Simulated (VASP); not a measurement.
Ta:

```
Ta
1.0
     2.65092    0.00000    0.00000
     0.00000    2.65092    0.00000
     0.00000    0.00000    2.65092
Ta
1
Direct
  0.00000 0.00000 0.00000
```

This isn't the form of Ta at room conditions, which is bcc.

| Quantity | Value |
| --- | --- |
| Program | VASP 6.6.1 |
| Task | relaxation of cell and atoms |
| Functional | LDA |
| Potentials or basis | VASP PAW LDA potentials, release 64 (Ta_pv) |
| Cutoff | 600 eV |
| k mesh | 14 × 14 × 14 |
| Occupations | fermi-dirac, width 0.05 eV |
| Spin | no spin polarisation |

At the start: pressure 7.0 GPa; volume 18.63 Å³/atom.

Q: Where does the relaxation end?

A: Over 4 steps the energy falls by 15.9 meV/atom and the volume is 19.39 Å³/atom (+4.1 %); space group Pm-3m (No. 221, to 0.1 Å) before and after.

The path:
```
step  energy change (eV)  largest force (eV/Å)  pressure (GPa)  volume (Å³)
   1              0.0000                0.0000            6.95        18.63
   2              0.0359                0.0000          -10.37        20.89
   3             -0.0159                0.0000           -0.15        19.41
   4             -0.0159                0.0000           -0.03        19.39
```

Final structure:
```
Ta
1.0
     2.68650    0.00000    0.00000
     0.00000    2.68650    0.00000
     0.00000    0.00000    2.68650
Ta
1
Direct
  0.00000 0.00000 0.00000
```
